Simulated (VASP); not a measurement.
Input of a VASP 6.6.1 run:

INCAR

```
ALGO = Normal
EDIFF = 1E-7
ENCUT = 520
GGA = PE
ISIF = 2
ISMEAR = 0
LASPH = T
LCHARG = F
LREAL = F
LWAVE = F
NBANDS = 30
NELM = 100
PREC = Accurate
SIGMA = 0.1
```

The input KPOINTS:

```
k-points
0
Gamma
  12 12 6
```

Contents of POSCAR:

```
Ta2Si2Ge
1.0
    3.0103454247      0.0000000000      0.0000000000
   -1.5051727123      2.6070356119      0.0000000000
    0.0000000000      0.0000000000     10.6930443078
Ta Si Ge
2 2 1
Direct
    0.3333333333      0.6666666667      0.7070819575
    0.6666666667      0.3333333333      0.2929180425
    0.0000000000      0.0000000000      0.1084635811
    0.0000000000      0.0000000000      0.8915364189
    0.0000000000      0.0000000000      0.5000000000
```

Potentials or basis: VASP PAW PBE potentials, release 64 (Ta_pv, Si, Ge_d).

Command:

```console
$ cat potpaw_PBE.64/Ta_pv/POTCAR potpaw_PBE.64/Si/POTCAR potpaw_PBE.64/Ge_d/POTCAR > POTCAR
$ mpirun -np 1 vasp_std > vasp.out
```

(1) Predict the pressure.

(2) What does it give for the largest force?

(3) Estimate the band gap on the k mesh.

## Answers

(1) 0.1 GPa.

(2) 0.018 eV/Å.

(3) zero (bands 22 and 23 overlap by 1.49 eV).

Caveat: spin-orbit coupling is left out, which moves the levels of the heavy elements.
